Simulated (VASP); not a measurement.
A run of VASP 6.6.1:

File INCAR:

```
PREC = Accurate ; ENCUT = 520
EDIFF = 1E-8 ; ISMEAR = -1
SIGMA = 0.03 ; LREAL = F
LASPH = T ; NELM = 80
ALGO = Normal ; ISIF = 2
LWAVE = F ; LCHARG = F
GGA = CA ; LEFG = T
NBANDS = 14
```

The input KPOINTS:

```
Automatic mesh
0
Gamma
  16 16 16
```

The input POSCAR:

```
Rh
1.0
    0.0000000000      1.9078674883      1.9078674883
    1.9078674883      0.0000000000      1.9078674883
    1.9078674883      1.9078674883      0.0000000000
Rh
1
Direct
    0.0000000000      0.0000000000      0.0000000000
```

Potentials or basis: VASP PAW LDA potentials, release 64 (Rh_pv).

Launch:

```bash
$ cat potpaw_LDA.64/Rh_pv/POTCAR > POTCAR
$ mpirun -np 1 vasp_std > vasp.out
```

Hardware: 1 thread of AMD EPYC 7R13, with other jobs on the host.

Task: Estimate the wall time of this run.

Result: Run time: 43 s on 1 thread of AMD EPYC 7R13, with other jobs on the host, peak memory 0.11 GiB. Counts: scf iterations 12, k points 145.
